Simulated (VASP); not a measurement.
Runs of VASP 6.6.1 on BaTiO3. The structure is that of space group Pm-3m (No. 221), or close to it. The cells are those of the table. 

```tsv
task	potentials or basis	cell	cutoff (eV)	second run	gap on the mesh (eV)	pressure (GPa)
relaxation of cell and atoms	VASP PAW PBE potentials, release 64 (Ba_sv, Ti_sv, O)	relaxed from a = 4.008 Å, 5 atoms	600	-	1.73	0.0
single point	VASP PAW PBE potentials, release 64 (Ba_sv, Ti_sv, O)	a = 4.010, b = 3.960, c = 3.960 Å, 5 atoms	520	-	1.71	1.2
single point	VASP PAW PBE potentials, release 64 (Ba_sv, Ti_sv, O)	a = 3.851, b = 4.000, c = 4.000 Å, 5 atoms	520	-	1.68	(b)
single point	VASP PAW PBE potentials, release 64 (Ba_sv, Ti_sv, O)	a = 3.930, b = 3.980, c = 3.980 Å, 5 atoms	520	-	1.73	3.0
single point	VASP PAW PBE potentials, release 64 (Ba_sv, Ti_sv, O)	a = 3.890, b = 3.991, c = 3.991 Å, 5 atoms	520	-	1.70	3.9
single point	VASP PAW PBE potentials, release 64 (Ba_sv, Ti_sv, O)	a = 4.089, b = 3.940, c = 3.940 Å, 5 atoms	520	-	(a)	-0.3
single point	VASP PAW PBE potentials, release 64 (Ba_sv, Ti_sv, O)	a = 4.049, b = 3.950, c = 3.950 Å, 5 atoms	520	-	1.67	0.3
single point	VASP PAW PBE potentials, release 64 (Ba_sv, Ti_sv, O)	a = 3.970 Å, 5 atoms	520	-	1.75	2.0
single point	VASP PAW PBE potentials, release 64 (Ba_sv, Ti_sv, O)	a = 3.930, b = 3.930, c = 3.998 Å, 5 atoms	520	-	1.73	4.6
single point	VASP PAW PBE potentials, release 64 (Ba_sv, Ti_sv, O_h)	a = 3.970 Å, 5 atoms	910	hard_potentials	1.75	1.7
```

Alike in all rows: level PBEsol; no spin polarisation; k mesh 8 × 8 × 8; smearing gaussian 0.02 eV.

**Question.** Estimate the missing entries.

**Answer.** (a) 1.64; (b) 5.4.

Caveats: the PAW data sets were made with another functional, which shifts forces and pressure a little; spin-orbit coupling is left out, which moves the levels of the heavy elements; the cutoff is under 1.25 times the usual one of these potentials, so pressure, stress and relaxed cells hold a basis-set (Pulay) error (some runs).

A k mesh can miss the band edges, and the runs leave out spin-orbit coupling on Ba.
